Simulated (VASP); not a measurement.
# Au (P6_3/mmc) in VASP: a series of runs

The runs below take Au through single point, with PBEsol.

Everything below comes from runs of VASP 6.6.1. Logs are shortened: lines on timing, memory, paths and dates and some standing lists are left out, and cuts for length are marked.

## Step 1: The cell of the first run

Symmetry: P6_3/mmc, No. 194, hexagonal system. Conventional cell: a = 2.786 Å, b = 2.786 Å, c = 4.659 Å, α = 90.00°, β = 90.00°, γ = 120.00°. Au (site symmetry -6m2) has 12 Au at 2.79 to 2.83 Å within 3.7 Å.

## Step 2: Single point, PBEsol (volume scaled by 0.92)

File INCAR:

```
SYSTEM = Au
PREC = Accurate
ENCUT = 520
EDIFF = 1E-6
ISMEAR = -1
SIGMA = 0.1
LREAL = .False.
LASPH = .True.
NELM = 60
ALGO = Normal
ISIF = 2
LWAVE = .False.
LCHARG = .False.
GGA = PS
NBANDS = 18
```

File KPOINTS:

```
regular mesh
0
Gamma
  14 14 8
  0 0 0
```

File POSCAR:

```
Au
1.0
    2.7859739949      0.0000000000      0.0000000000
   -1.3929869974      2.4127242539      0.0000000000
    0.0000000000      0.0000000000      4.6586189830
Au
2
Direct
    0.3333333333      0.6666666667      0.2500000000
    0.6666666667      0.3333333333      0.7500000000
```

Potentials or basis: VASP PAW PBE potentials, release 64 (Au).

Started as:

```sh
$ cat potpaw_PBE.64/Au/POTCAR > POTCAR
$ mpirun -np 1 vasp_std > vasp.out
```

OUTCAR:

```text
SYSTEM = Au
   PREC = Accurate
   ENCUT = 520
   EDIFF = 1E-6
   ISMEAR = -1
   LREAL = .False.
   LASPH = .True.
   NELM = 60
   ISIF = 2
   GGA = PS

 ion  position               nearest neighbor table
   1  0.333  0.667  0.250-   2 2.83   2 2.83   2 2.83   2 2.83   2 2.83   2 2.83
   2  0.667  0.333  0.750-   1 2.83   1 2.83   1 2.83   1 2.83   1 2.83   1 2.83

  LATTYP: Found a hexagonal cell.
 ALAT       =     2.7859739949
 C/A-ratio  =     1.6721688686

  Lattice vectors:

 A1 = (   2.7859739949,   0.0000000000,   0.0000000000)
 A2 = (  -1.3929869974,   2.4127242539,   0.0000000000)
 A3 = (   0.0000000000,   0.0000000000,   4.6586189830)

Analysis of symmetry for initial positions (statically):
=====================================================================
 Subroutine PRICEL returns:
 Original cell was already a primitive cell.

 Routine SETGRP: Setting up the symmetry group for a
 hexagonal supercell.

 Subroutine GETGRP returns: Found 24 space group operations
 (whereof 12 operations were pure point group operations)
 out of a pool of 24 trial point group operations.

The static configuration has the point symmetry D_3d.
 The point group associated with its full space group is D_6h.

Analysis of symmetry for dynamics (positions and initial velocities):
=====================================================================
 Subroutine PRICEL returns:
 Original cell was already a primitive cell.

 Routine SETGRP: Setting up the symmetry group for a
 hexagonal supercell.

 Subroutine GETGRP returns: Found 24 space group operations
 (whereof 12 operations were pure point group operations)
 out of a pool of 24 trial point group operations.

The dynamic configuration has the point symmetry D_3d.
 The point group associated with its full space group is D_6h.

 Subroutine INISYM returns: Found 24 space group operations
 (whereof 12 operations are pure point group operations),
 and found     1 'primitive' translations

----------------------------------------------------------------------------------------

                                     Primitive cell

  volume of cell :      31.3142

  direct lattice vectors                    reciprocal lattice vectors
     2.785973995  0.000000000  0.000000000     0.358940895  0.207234623  0.000000000
    -1.392986997  2.412724254  0.000000000     0.000000000  0.414469245  0.000000000
     0.000000000  0.000000000  4.658618983     0.000000000  0.000000000  0.214655889

  length of vectors
     2.785973995  2.785973995  4.658618983     0.414469245  0.414469245  0.214655889

  position of ions in fractional coordinates (direct lattice)
     0.333333333  0.666666667  0.250000000
     0.666666667  0.333333333  0.750000000

  ion indices of the primitive-cell ions
   primitive index   ion index
                 1           1
                 2           2

----------------------------------------------------------------------------------------

 KPOINTS: regular mesh

Automatic generation of k-mesh.
 Grid dimensions read from file:
 generate k-points for:   14   14    8

 Generating k-lattice:

  Cartesian coordinates                     Fractional coordinates (reciprocal lattice)
     0.025638635  0.014802473  0.000000000     0.071428571  0.000000000  0.000000000
     0.000000000  0.029604946  0.000000000     0.000000000  0.071428571  0.000000000
     0.000000000  0.000000000  0.026831986     0.000000000  0.000000000  0.125000000

  Length of vectors
     0.029604946  0.029604946  0.026831986

  Shift w.r.t. Gamma in fractional coordinates (k-lattice)
     0.000000000  0.000000000  0.000000000

 Subroutine IBZKPT returns following result:
 ===========================================

 Found    120 irreducible k-points:

 Following reciprocal coordinates:
            Coordinates               Weight
  0.000000  0.000000  0.000000      1.000000
  0.071429 -0.000000  0.000000      6.000000
  0.142857 -0.000000  0.000000      6.000000
  0.214286 -0.000000  0.000000      6.000000
  0.285714  0.000000  0.000000      6.000000
  0.357143  0.000000  0.000000      6.000000
[... 16 lines left out ...]
  0.285714  0.285714  0.000000      6.000000
  0.357143  0.285714  0.000000      6.000000
 [... further k-points ...]
   k-points           NKPTS =    120   k-points in BZ     NKDIM =    120   number of bands    NBANDS=     18
   number of dos      NEDOS =    301   number of ions     NIONS =      2
   total plane-waves  NPLWV =  20736
   dimension x,y,z NGX =    24 NGY =   24 NGZ =   36
   dimension x,y,z NGXF=    48 NGYF=   48 NGZF=   72
   ions per type =               2
   NGX,Y,Z   is equivalent  to a cutoff of  14.32, 14.32, 12.85 a.u.
   NGXF,Y,Z  is equivalent  to a cutoff of  28.64, 28.64, 25.69 a.u.
 SYSTEM =  Au
   PREC   = accura    normal or accurate (medium, high low for compatibility)
   ISTART =      0    job   : 0-new  1-cont  2-samecut
   ICHARG =      2    charge: 1-file 2-atom 10-const
   ISPIN  =      1    spin polarized calculation?
   LNONCOLLINEAR =      F non collinear calculations
   LSORBIT =      F    spin-orbit coupling
   LASPH  =      T    aspherical Exc in radial PAW
   ENCUT  =  520.0 eV  38.22 Ry    6.18 a.u.   5.18  5.18  8.66*2*pi/ulx,y,z
   NELM   =     60;   NELMIN=  2; NELMDL= -5     # of ELM steps
   EDIFF  = 0.1E-05   stopping-criterion for ELM
   LREAL  =      F    real-space projection
   EDIFFG = 0.1E-04   stopping-criterion for IOM
   NSW    =      0    number of steps for IOM
   IBRION =     -1    ionic relax: 0-MD 1-quasi-New 2-CG
   NFREE  =      0    steps in history (QN), initial steepest desc. (CG)
   ISIF   =      2    stress and relaxation
   ISYM   =      2    0-nonsym 1-usesym 2-fastsym
   POTIM  = 0.5000    time-step for ionic-motion
   TEBEG  =    0.0;   TEEND  =   0.0 temperature during run
   PSTRESS=    0.0 pullay stress
   NELECT =      22.0000    total number of electrons
   NUPDOWN=      -1.0000    fix difference up-down
   EMIN   =  10.00;   EMAX   =-10.00  energy-range for DOS
   EFERMI =   0.00;   METHOD = LEGACY
   ISMEAR =    -1;   SIGMA  =   0.10  broadening in eV -4-tet -1-fermi 0-gaus
   EFERMI_NEDOS =   21; number of points for ismear=-14 and -15
   IALGO  =     38    algorithm
   IMIX   =      4    mixing-type and parameters
     AMIX     =   0.40;   BMIX     =  1.00
     AMIX_MAG =   1.60;   BMIX_MAG =  1.00
  volume/ion in A,a.u.               =      15.66       105.66
  Fermi-wavevector in a.u.,A,eV,Ry     =   1.455353  2.750219 28.817861  2.118053
  Thomas-Fermi vector in A             =   2.572398
   LORBIT       =      0    0 simple, 1 ext, 2 COOP (PROOUT), +10 PAW based schemes
   GGA     = PS    functional components
   LHFCALC =     F    Hartree Fock is set to
   AEXX    =    0.0000 exact exchange contribution
   IVDW    =     0    specifies the selected vdW correction
   LEPSILON=     F    determine dielectric tensor
   LRPA    =     F    only Hartree local field effects (RPA)
 non-spin polarized calculation
  energy-cutoff  :      520.00
  volume of cell :       31.31
 maximum number of plane-waves:       858
 NGX is ok and might be reduce to    24
   NGX = 11   NGY = 11   NGZ = 17

 number of electron      21.9999999 magnetization

 Free energy of the ion-electron system (eV)
  ---------------------------------------------------
  ext. energy  EPLUGINS =         0.00000000
  ---------------------------------------------------
  free energy    TOTEN  =        -7.69633264 eV

  energy without entropy =       -7.67313922  energy(sigma->0) =       -7.68473593

 E-fermi :  10.7537     XC(G=0): -13.3923

 val. band max:       10.7279936687   @ k =   0.2857   0.2143   0.1250
 cond. band min:      10.7584809772   @ k =   0.4286   0.0714   0.1250
 fundamental gap:      0.0304873085
 Fermi energy:        10.7536992669

 k-point     1 :       0.0000    0.0000    0.0000
  band No.  band energies     occupation
      1      -0.0980      2.00000
      2       2.5207      2.00000
      3       5.4097      2.00000
      4       5.7026      2.00000
      5       5.7026      2.00000
      6       6.0774      2.00000
[... 10 lines left out ...]
     17      30.0683      0.00000
     18      30.0683      0.00000

 k-point     2 :       0.0714   -0.0000    0.0000
  band No.  band energies     occupation
      1       0.0768      2.00000
      2       2.6684      2.00000
      3       5.3264      2.00000
      4       5.7684      2.00000
      5       5.8267      2.00000
      6       6.0096      2.00000
[... 10 lines left out ...]
     17      29.1713      0.00000
     18      29.1756      0.00000

 k-point     3 :       0.1429   -0.0000    0.0000
  band No.  band energies     occupation
      1       0.5808      2.00000
      2       3.0604      2.00000
      3       5.1189      2.00000
      4       5.7637      2.00000
      5       6.0722      2.00000
      6       6.1196      2.00000
[... 10 lines left out ...]
     17      27.5076      0.00000
     18      28.8449      0.00000

 k-point     4 :       0.2143   -0.0000    0.0000
  band No.  band energies     occupation
      1       1.3393      2.00000
      2       3.4759      2.00000
      3       5.0063      2.00000
      4       5.3040      2.00000
      5       5.5643      2.00000
      6       6.3301      2.00000
[... 10 lines left out ...]
     17      27.8179      0.00000
     18      28.2437      0.00000

 k-point     5 :       0.2857    0.0000    0.0000
  band No.  band energies     occupation
      1       2.1771      2.00000
      2       3.5361      2.00000
      3       4.6008      2.00000
      4       5.2483      2.00000
      5       5.5700      2.00000
      6       6.0814      2.00000
[... 10 lines left out ...]
     17      26.5708      0.00000
     18      27.8522      0.00000

 k-point     6 :       0.3571    0.0000    0.0000
  band No.  band energies     occupation
      1       2.7941      2.00000
      2       3.3462      2.00000
      3       4.0799      2.00000
      4       5.5902      2.00000
      5       5.8778      2.00000
      6       6.0077      2.00000
[... 10 lines left out ...]
     17      24.3825      0.00000
     18      26.8751      0.00000

 k-point     7 :       0.4286   -0.0000    0.0000
  band No.  band energies     occupation
      1       3.0379      2.00000
      2       3.1782      2.00000
      3       3.7616      2.00000
      4       5.7457      2.00000
      5       5.9505      2.00000
      6       6.0288      2.00000
[... 10 lines left out ...]
     17      23.3961      0.00000
     18      26.0979      0.00000

 k-point     8 :       0.5000    0.0000    0.0000
  band No.  band energies     occupation
      1       3.0607      2.00000
      2       3.1396      2.00000
      3       3.6547      2.00000
      4       5.7000      2.00000
      5       5.8980      2.00000
      6       6.2410      2.00000
[... 10 lines left out ...]
     17      22.9338      0.00000
     18      25.8185      0.00000
[... 229 lines left out ...]
     17      23.2154      0.00000
     18      25.3269      0.00000

 k-point    20 :       0.2143    0.2143    0.0000
  band No.  band energies     occupation
      1       3.4004      2.00000
      2       4.1715      2.00000
      3       4.3251      2.00000
      4       4.4592      2.00000
      5       5.4419      2.00000
      6       5.8936      2.00000
[... 10 lines left out ...]
     17      25.3005      0.00000
     18      26.3063      0.00000

 k-point    21 :       0.2857    0.2143    0.0000
  band No.  band energies     occupation
      1       3.8464      2.00000
      2       3.9242      2.00000
      3       4.1563      2.00000
      4       4.9523      2.00000
      5       5.3805      2.00000
      6       6.0183      2.00000
[... 10 lines left out ...]
     17      24.4800      0.00000
     18      25.1977      0.00000

 k-point    22 :       0.3571    0.2143    0.0000
  band No.  band energies     occupation
      1       3.7942      2.00000
      2       3.9677      2.00000
      3       4.0282      2.00000
      4       5.4341      2.00000
      5       5.4354      2.00000
      6       5.7800      2.00000
[... 10 lines left out ...]
     17      23.4822      0.00000
     18      24.7650      0.00000

 k-point    23 :       0.2857    0.2857    0.0000
  band No.  band energies     occupation
      1       3.8332      2.00000
      2       4.1645      2.00000
      3       4.4628      2.00000
      4       4.9723      2.00000
      5       5.3730      2.00000
      6       5.7695      2.00000
[... 10 lines left out ...]
     17      23.2615      0.00000
     18      23.7128      0.00000

 k-point    24 :       0.3571    0.2857    0.0000
  band No.  band energies     occupation
      1       3.8035      2.00000
      2       4.3427      2.00000
      3       4.3957      2.00000
      4       5.1164      2.00000
      5       5.4470      2.00000
      6       5.6018      2.00000
[... 10 lines left out ...]
     17      22.5604      0.00000
     18      22.7455      0.00000

 [... further k-points ...]

------------------------ aborting loop because EDIFF is reached ----------------------------------------

  FORCE on cell =-STRESS in cart. coord.  units (eV):
  Direction    XX          YY          ZZ          XY          YZ          ZX
  --------------------------------------------------------------------------------------
  -------------------------------------------------------------------------------------
  Total        3.5745108      3.5745108      3.4850448      0.0000000      0.0000000      0.0000000
  in kB      182.8880214    182.8880214    178.3105382      0.0000000      0.0000000      0.0000000
  external PRESSURE =     181.3621937 kB  Pullay stress =       0.0000000 kB

 VOLUME and BASIS-vectors are now :
 -----------------------------------------------------------------------------
  energy-cutoff  :      520.00
  volume of cell :       31.31
      direct lattice vectors                 reciprocal lattice vectors
     2.785973995  0.000000000  0.000000000     0.358940895  0.207234623  0.000000000
    -1.392986997  2.412724254  0.000000000     0.000000000  0.414469245  0.000000000
     0.000000000  0.000000000  4.658618983     0.000000000  0.000000000  0.214655889

 POSITION                                       TOTAL-FORCE (eV/Angst)
 -----------------------------------------------------------------------------------
     -0.00000      1.60848      1.16465         0.000000     -0.000000      0.000000
      1.39299      0.80424      3.49396        -0.000000      0.000000      0.000000
 -----------------------------------------------------------------------------------
    total drift:                                0.000000     -0.000000      0.000000

  FREE ENERGIE OF THE ION-ELECTRON SYSTEM (eV)
  ---------------------------------------------------
  free  energy   TOTEN  =        -7.6963326391 eV

  energy  without entropy=       -7.6731392179  energy(sigma->0) =       -7.68473593
```

Wall time 19 s (1 thread of Intel Xeon 6975P-C (Granite Rapids), shared host); peak memory 0.19 GiB.

What came out:

* Free energy: -7.6963 eV
* Pressure: 18.1 GPa
* Band gap on the k mesh: zero (band 11 reaches 14.93 eV, above the bottom of band 12 at 7.95 eV)

Stress tensor (GPa, compression positive):
```
18.29  0.00  0.00
 0.00 18.29  0.00
 0.00  0.00 17.83
```

Levels at points of the mesh, in eV from the Fermi level:
```
           k point  band 9  band 10  band 11  band 12  band 13  band 14
(0.00, 0.00, 0.00)   -3.89    -2.27    -2.27    -1.61     3.17    14.44
(0.50, 0.00, 0.00)   -1.91    -1.69     0.37     1.77     6.00     7.61
(0.00, 0.00, 0.50)   -2.81    -2.81    -2.81    -2.81    11.27    11.27
(0.50, 0.00, 0.50)   -1.78    -1.78     0.23     0.23     4.45     4.45
```

Caveat: the PAW data sets were made with another functional, which shifts forces and pressure a little; spin-orbit coupling is left out, which moves the levels of the heavy elements.

## Step 3: Single point, PBEsol (volume scaled by 0.96)

File INCAR:

```
ALGO = Normal ; EDIFF = 1E-6
ENCUT = 520 ; GGA = PS
ISIF = 2 ; ISMEAR = -1
LASPH = True ; LCHARG = False
LREAL = False ; LWAVE = False
NBANDS = 18 ; NELM = 60
PREC = Accurate ; SIGMA = 0.1
```

File KPOINTS:

```
k-points
0
Gamma
  14 14 8
```

File POSCAR:

```
Au
1.0
    2.8257790013      0.0000000000      0.0000000000
   -1.4128895006      2.4471964006      0.0000000000
    0.0000000000      0.0000000000      4.7251796755
Au
2
Direct
    0.3333333333      0.6666666667      0.2500000000
    0.6666666667      0.3333333333      0.7500000000
```

Potentials or basis: VASP PAW PBE potentials, release 64 (Au).

Started as:

```sh
$ cat potpaw_PBE.64/Au/POTCAR > POTCAR
$ mpirun -np 1 vasp_std > vasp.out
```

It took 20 s on 1 thread of Intel Xeon 6975P-C (Granite Rapids), shared host; peak memory 0.19 GiB.

It converged, with:

* Free energy: -7.8056 eV
* Pressure: 7.8 GPa
* Band gap on the k mesh: zero (band 11 reaches 14.02 eV, above the bottom of band 12 at 7.27 eV)

Stress tensor (GPa, compression positive):
```
7.80 0.00 0.00
0.00 7.80 0.00
0.00 0.00 7.67
```

Levels at points of the mesh, in eV from the Fermi level:
| k point | band 8 | band 9 | band 10 | band 11 | band 12 | band 13 | band 14 | band 15 |
| --- | --- | --- | --- | --- | --- | --- | --- | --- |
| (0.00, 0.00, 0.00) | -3.71 | -3.71 | -2.20 | -2.20 | -1.37 | 2.96 | 14.51 | 15.80 |
| (0.50, 0.00, 0.00) | -1.93 | -1.87 | -1.67 | 0.37 | 1.67 | 5.88 | 7.46 | 7.70 |
| (0.00, 0.00, 0.50) | -4.83 | -2.70 | -2.70 | -2.70 | -2.70 | 11.00 | 11.00 | 14.85 |
| (0.50, 0.00, 0.50) | -2.50 | -1.75 | -1.75 | 0.33 | 0.33 | 4.21 | 4.21 | 13.46 |

Caveat: the PAW data sets were made with another functional, which shifts forces and pressure a little; spin-orbit coupling is left out, which moves the levels of the heavy elements.
